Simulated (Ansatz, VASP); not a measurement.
**Cd2TeO3: VASP beside Ansatz**

File INCAR:

```
SYSTEM = Cd2TeO3
ALGO     = Normal         ! electronic algorithm
EDIFF    = 1E-6           ! SCF threshold, eV
ENCUT    = 520            ! plane-wave cutoff, eV
GGA      = PE             ! functional
ISIF     = 2              ! what is computed and relaxed
ISMEAR   = 0              ! smearing method
LASPH    = .TRUE.         ! aspherical terms in the spheres
LCHARG   = .FALSE.        ! write CHGCAR
LREAL    = .FALSE.        ! projectors in reciprocal space
LWAVE    = .FALSE.        ! write WAVECAR
NBANDS   = 33             ! bands
NELM     = 80             ! most SCF steps
PREC     = Accurate       ! precision mode
SIGMA    = 0.1            ! smearing width, eV
```

Contents of KPOINTS:

```
k-points
0
G
  3 3 6
  0 0 0
```

File POSCAR:

```
Cd2TeO3
1.0
    5.9466101000      0.0000000000      0.0000000000
   -2.9733050500      5.1499154100      0.0000000000
    0.0000000000      0.0000000000      3.4215706500
Cd Te O
2 1 3
Direct
    0.3333333300      0.6666666700      0.5000000000
    0.6666666700      0.3333333300      0.5000000000
    0.0000000000      0.0000000000      0.5000000000
    0.0000000000      0.5000000000      0.0000000000
    0.5000000000      0.0000000000      0.0000000000
    0.5000000000      0.5000000000      0.0000000000
```

Input for Ansatz:

```yaml
crystal:
  lattice:
    - [5.9466101, 0.0, 0.0]
    - [-2.97330505, 5.14991541, 0.0]
    - [0.0, 0.0, 3.42157065]
  atoms:
    - { symbol: Cd, position: [0.33333333, 0.66666667, 0.5] }
    - { symbol: Cd, position: [0.66666667, 0.33333333, 0.5] }
    - { symbol: Te, position: [0.0, 0.0, 0.5] }
    - { symbol: O, position: [0.0, 0.5, 0.0] }
    - { symbol: O, position: [0.5, 0.0, 0.0] }
    - { symbol: O, position: [0.5, 0.5, 0.0] }
basis:
  ecutwfc: 420
kpoints:
  mp_grid: { grid: [3, 3, 6] }
hamiltonian:
  xc: pbe
scf:
  occupations: { method: gaussian, width: 0.1 }
  lower_state_search: "off"
output:
  forces: true
  stress: true
  eigenvalues: true
```

Change from the starting cell: species swapped into the SmB2Ir3 type (P6/mmm, No. 191).

Alike in both runs: task single point; functional PBE; k mesh 3 × 3 × 6; occupations gaussian, width 0.1 eV; no spin polarisation.

```csv
,VASP,Ansatz
version,VASP 6.6.1,Ansatz 0.2.0
potentials or method,"VASP PAW PBE potentials, release 64 (Cd, Te, O), cutoff 520 eV","scalar-relativistic, plane waves, PAW"
valence electrons in the cell,48,74
```

```tsv
	VASP	Ansatz	Ansatz less VASP
gap on the k mesh at the Fermi level (eV)	none	none	-
pressure (GPa)	-8.6	-9.1	-0.47
traceless stress, the component that is largest in VASP (GPa)	-11.00	-11.22	-0.226
```

A gap of «none» marks a metal or a gap that the smearing closes. VASP's potentials hold 48 valence electrons a cell and Ansatz's 74, so a difference there can come from the potentials and not from the codes.

The k mesh is coarse, so the values compare programs but aren't converged. Neither program's run includes spin-orbit coupling.
